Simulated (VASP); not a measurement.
# VH2 (Fm-3m) in VASP: further runs, part 2 of 2

VASP 6.6.1. The steps go on from the part before.

## (5) Single point, r2SCAN (5.94 Å³/atom)

This run uses another cell than the first one, of 5.94 Å³/atom.

Input file POSCAR:

```
VH2
1.0
    0.0000000000      2.0726038706      2.0726038706
    2.0726038706      0.0000000000      2.0726038706
    2.0726038706      2.0726038706      0.0000000000
V H
1 2
Direct
    0.0000000000      0.0000000000      0.0000000000
    0.2500000000      0.2500000000      0.2500000000
    0.7500000000      0.7500000000      0.7500000000
```

Input file INCAR.step1:

```
SYSTEM = VH2
PREC = Accurate
ENCUT = 520
ISMEAR = 0
SIGMA = 0.1
LREAL = .False.
LASPH = .True.
NELM = 80
NBANDS = 14
GGA = PE
ALGO = Normal
EDIFF = 1E-4
LWAVE = .True.
LCHARG = .False.
```

Input file INCAR.step2:

```
SYSTEM = VH2
PREC = Accurate
ENCUT = 520
EDIFF = 1E-6
ISMEAR = 0
SIGMA = 0.1
LREAL = .False.
LASPH = .True.
NELM = 80
ALGO = Normal
ISIF = 2
LWAVE = .False.
LCHARG = .True.
METAGGA = R2SCAN
LMIXTAU = .True.
LELF = .True.
LVHAR = .True.
NBANDS = 14
ISTART = 1
```

Input file KPOINTS:

```
Automatic mesh
0
Gamma
  16 16 16
  0 0 0
```

Potentials or basis: VASP PAW PBE potentials, release 64 (V_sv, H).

Launch:

```console
$ cat potpaw_PBE.64/V_sv/POTCAR potpaw_PBE.64/H/POTCAR > POTCAR
$ cp INCAR.step1 INCAR
$ mpirun -np 1 vasp_std > vasp.out
$ cp INCAR.step2 INCAR
$ mpirun -np 1 vasp_std > vasp.out
```

OUTCAR:

```text
SYSTEM = VH2
   PREC = Accurate
   ENCUT = 520
   EDIFF = 1E-6
   ISMEAR = 0
   LREAL = .False.
   LASPH = .True.
   NELM = 80
   ISIF = 2
   METAGGA = R2SCAN
   ISTART = 1

 ion  position               nearest neighbor table
   1  0.000  0.000  0.000-   3 1.79   3 1.79   3 1.79   2 1.79   3 1.79   2 1.79   2 1.79   2 1.79

   2  0.250  0.250  0.250-   1 1.79   1 1.79   1 1.79   1 1.79
   3  0.750  0.750  0.750-   1 1.79   1 1.79   1 1.79   1 1.79

  LATTYP: Found a face centered cubic cell.
 ALAT       =     4.1452077412

  Lattice vectors:

 A1 = (   0.0000000000,   2.0726038706,   2.0726038706)
 A2 = (   2.0726038706,   0.0000000000,   2.0726038706)
 A3 = (   2.0726038706,   2.0726038706,   0.0000000000)

Analysis of symmetry for initial positions (statically):
=====================================================================
 Subroutine PRICEL returns:
 Original cell was already a primitive cell.

 Routine SETGRP: Setting up the symmetry group for a
 face centered cubic supercell.

 Subroutine GETGRP returns: Found 48 space group operations
 (whereof 48 operations were pure point group operations)
 out of a pool of 48 trial point group operations.
[... 183 lines left out ...]
      9      10.0416      0.00000
     10      10.0416      0.00000
     11      10.0748      0.00000
     12      26.5119      0.00000
     13      27.9551      0.00000
     14      27.9552      0.00000
[... 377 lines left out ...]
      1     -58.0310      2.00000
      2     -30.6059      2.00000
      3     -30.5734      2.00000
      4     -30.5644      2.00000
      5      -3.1505      2.00000
      6       6.7403      2.00000
      7       8.2017      2.00000
      8       8.2093      2.00000
      9       9.9041      0.00000
     10      10.0473      0.00000
     11      11.5938      0.00000
     12      24.1078      0.00000
     13      26.8911      0.00000
     14      27.9472      0.00000

 [... further k-points ...]

------------------------ aborting loop because EDIFF is reached ----------------------------------------

  FORCE on cell =-STRESS in cart. coord.  units (eV):
  Direction    XX          YY          ZZ          XY          YZ          ZX
  --------------------------------------------------------------------------------------
  -------------------------------------------------------------------------------------
  Total        0.7220830      0.7220830      0.7220830      0.0000000     -0.0000000      0.0000000
  in kB       64.9708861     64.9708861     64.9708861      0.0000000     -0.0000000      0.0000000
  external PRESSURE =      64.9708861 kB  Pullay stress =       0.0000000 kB

 VOLUME and BASIS-vectors are now :
 -----------------------------------------------------------------------------
  energy-cutoff  :      520.00
  volume of cell :       17.81
      direct lattice vectors                 reciprocal lattice vectors
     0.000000000  2.072603871  2.072603871    -0.241242433  0.241242433  0.241242433
     2.072603871  0.000000000  2.072603871     0.241242433 -0.241242433  0.241242433
     2.072603871  2.072603871  0.000000000     0.241242433  0.241242433 -0.241242433

 POSITION                                       TOTAL-FORCE (eV/Angst)
 -----------------------------------------------------------------------------------
      0.00000      0.00000      0.00000        -0.000000     -0.000000     -0.000000
      1.03630      1.03630      1.03630         0.000000      0.000000      0.000000
      3.10891      3.10891      3.10891        -0.000000     -0.000000     -0.000000
 -----------------------------------------------------------------------------------
    total drift:                               -0.000000      0.000000      0.000000

  FREE ENERGIE OF THE ION-ELECTRON SYSTEM (eV)
  ---------------------------------------------------
  free  energy   TOTEN  =       -21.7291136485 eV

  energy  without entropy=      -21.7228991567  energy(sigma->0) =      -21.72600640
```

OUTCAR.step1:

```text
SYSTEM = VH2
   PREC = Accurate
   ENCUT = 520
   ISMEAR = 0
   LREAL = .False.
   LASPH = .True.
   NELM = 80
[... 633 lines left out ...]
      0.00000      0.00000      0.00000         0.000000     -0.000000      0.000000
      1.03630      1.03630      1.03630        -0.000000      0.000000      0.000000
      3.10891      3.10891      3.10891        -0.000000     -0.000000     -0.000000
 -----------------------------------------------------------------------------------
    total drift:                               -0.000000      0.000000      0.000000

  FREE ENERGIE OF THE ION-ELECTRON SYSTEM (eV)
  ---------------------------------------------------
  free  energy   TOTEN  =       -16.3694682241 eV

  energy  without entropy=      -16.3630026161  energy(sigma->0) =      -16.36623542
```

OSZICAR.step1:

```text
N       E                     dE             d eps       ncg     rms          rms(c)
DAV:   1     0.103320751662E+03    0.10332E+03   -0.77276E+03  4074   0.113E+03
DAV:   2    -0.167808733022E+02   -0.12010E+03   -0.11528E+03  4306   0.332E+02
DAV:   3    -0.189044667207E+02   -0.21236E+01   -0.21163E+01  4414   0.493E+01
DAV:   4    -0.189136679377E+02   -0.92012E-02   -0.91990E-02  4492   0.351E+00
DAV:   5    -0.189137599034E+02   -0.91966E-04   -0.91966E-04  4474   0.335E-01    0.268E+01
DAV:   6    -0.164571581275E+02    0.24566E+01   -0.51541E+00  4090   0.363E+01    0.354E+00
DAV:   7    -0.163923387917E+02    0.64819E-01   -0.24787E-01  4144   0.566E+00    0.288E+00
DAV:   8    -0.163691324548E+02    0.23206E-01   -0.23960E-02  4282   0.179E+00    0.535E-01
DAV:   9    -0.163694788545E+02   -0.34640E-03   -0.17278E-03  4150   0.539E-01    0.275E-01
DAV:  10    -0.163694682241E+02    0.10630E-04   -0.91594E-05  2422   0.142E-01
   1 F= -.16369468E+02 E0= -.16366235E+02  d E =-.646561E-02
```

Wall time 2.2 min (1 thread of Intel Xeon Platinum 8375C at 2.90GHz (Ice Lake), shared host); peak memory 0.17 GiB.

What came out:

```yaml
Free_energy: -21.7291 eV
Pressure: 6.5 GPa
Band_gap_on_the_k_mesh: zero (an odd number of electrons rules out a gap without spin polarisation)
```

Caveat: the cell stands under pressure; the PAW data sets were made with another functional, which shifts forces and pressure a little.

## (6) Single point, r2SCAN

This run uses another cell than the first one, of 6.12 Å³/atom.

Input file POSCAR:

```
VH2
1.0
    0.0000000000      2.0937543505      2.0937543505
    2.0937543505      0.0000000000      2.0937543505
    2.0937543505      2.0937543505      0.0000000000
V H
1 2
Direct
    0.0000000000      0.0000000000      0.0000000000
    0.2500000000      0.2500000000      0.2500000000
    0.7500000000      0.7500000000      0.7500000000
```

Input file INCAR.step1:

```
PREC = Accurate
ENCUT = 520
ISMEAR = 0
SIGMA = 0.1
LREAL = False
LASPH = True
NELM = 100
NBANDS = 14
GGA = PE
ALGO = Normal
EDIFF = 1E-4
LWAVE = True
LCHARG = False
```

Input file INCAR.step2:

```
PREC = Accurate
ENCUT = 520
EDIFF = 1E-7
ISMEAR = 0
SIGMA = 0.1
LREAL = False
LASPH = True
NELM = 100
ALGO = Normal
ISIF = 2
LWAVE = False
LCHARG = True
METAGGA = R2SCAN
LMIXTAU = True
LELF = True
LVHAR = True
NBANDS = 14
ISTART = 1
```

Input file KPOINTS:

```
Automatic mesh
0
Gamma
  16 16 16
```

Potentials or basis: VASP PAW PBE potentials, release 64 (V_sv, H).

Launch:

```console
$ cat potpaw_PBE.64/V_sv/POTCAR potpaw_PBE.64/H/POTCAR > POTCAR
$ cp INCAR.step1 INCAR
$ mpirun -np 1 vasp_std > vasp.out
$ cp INCAR.step2 INCAR
$ mpirun -np 1 vasp_std > vasp.out
```

OUTCAR:

```text
PREC = Accurate
   ENCUT = 520
   EDIFF = 1E-7
   ISMEAR = 0
   LREAL = False
   LASPH = True
   NELM = 100
   ISIF = 2
   METAGGA = R2SCAN
   ISTART = 1

 ion  position               nearest neighbor table
   1  0.000  0.000  0.000-   2 1.81   3 1.81   3 1.81   3 1.81   3 1.81   2 1.81   2 1.81   2 1.81

   2  0.250  0.250  0.250-   1 1.81   1 1.81   1 1.81   1 1.81
   3  0.750  0.750  0.750-   1 1.81   1 1.81   1 1.81   1 1.81
[... 605 lines left out ...]

  FORCE on cell =-STRESS in cart. coord.  units (eV):
  Direction    XX          YY          ZZ          XY          YZ          ZX
  --------------------------------------------------------------------------------------
  -------------------------------------------------------------------------------------
  Total        0.0474831      0.0474831      0.0474831      0.0000000      0.0000000     -0.0000000
  in kB        4.1442152      4.1442152      4.1442152      0.0000000      0.0000000     -0.0000000
  external PRESSURE =       4.1442152 kB  Pullay stress =       0.0000000 kB

 VOLUME and BASIS-vectors are now :
 -----------------------------------------------------------------------------
  energy-cutoff  :      520.00
  volume of cell :       18.36
      direct lattice vectors                 reciprocal lattice vectors
     0.000000000  2.093754350  2.093754350    -0.238805474  0.238805474  0.238805474
     2.093754350  0.000000000  2.093754350     0.238805474 -0.238805474  0.238805474
     2.093754350  2.093754350  0.000000000     0.238805474  0.238805474 -0.238805474

 POSITION                                       TOTAL-FORCE (eV/Angst)
 -----------------------------------------------------------------------------------
      0.00000      0.00000      0.00000         0.000000     -0.000000     -0.000000
      1.04688      1.04688      1.04688         0.000000      0.000000      0.000000
      3.14063      3.14063      3.14063        -0.000000     -0.000000     -0.000000
 -----------------------------------------------------------------------------------
    total drift:                               -0.000000      0.000000      0.000000

  FREE ENERGIE OF THE ION-ELECTRON SYSTEM (eV)
  ---------------------------------------------------
  free  energy   TOTEN  =       -21.7416757991 eV

  energy  without entropy=      -21.7351555601  energy(sigma->0) =      -21.73841568
```

It took 2.3 min on 1 thread of Intel Xeon Platinum 8375C at 2.90GHz (Ice Lake), shared host; peak memory 0.17 GiB.

What came out:

```
Free energy            : -21.7417 eV
Pressure               : 0.4 GPa
Band gap on the k mesh : zero (an odd number of electrons rules out a gap without spin polarisation)
```

Levels at points of the mesh, in eV from the Fermi level:
```csv
k point,band 6,band 7,band 8,band 9,band 10,band 11
"(0.00, 0.00, 0.00)",-1.06,-1.06,-1.06,0.82,0.82,0.86
"(0.50, 0.00, 0.00)",-6.22,-0.92,-0.92,1.65,1.65,4.62
"(0.50, 0.50, 0.00)",-6.25,-3.90,1.73,1.78,1.78,7.48
```

Caveat: the PAW data sets were made with another functional, which shifts forces and pressure a little.

## (7) Summary

```tsv
cell	gap on the mesh (eV)	pressure (GPa)
a = 2.837 Å, angles 60.0°, 3 atoms	none	31.3
a = 2.869 Å, angles 60.0°, 3 atoms	none	21.7
a = 2.901 Å, angles 60.0°, 3 atoms	none	13.5
a = 2.931 Å, angles 60.0°, 3 atoms	none	6.5
a = 2.961 Å, angles 60.0°, 3 atoms	none	0.4
```

Alike in all rows: task single point; level r2SCAN; potentials or basis VASP PAW PBE potentials, release 64 (V_sv, H); no spin polarisation; k mesh 16 × 16 × 16; cutoff (eV) 520; smearing gaussian 0.1 eV.

Caveats: the PAW data sets were made with another functional, which shifts forces and pressure a little; the cell stands under pressure (at least some runs).

Absolute energies hang on the potentials; compare differences alone.
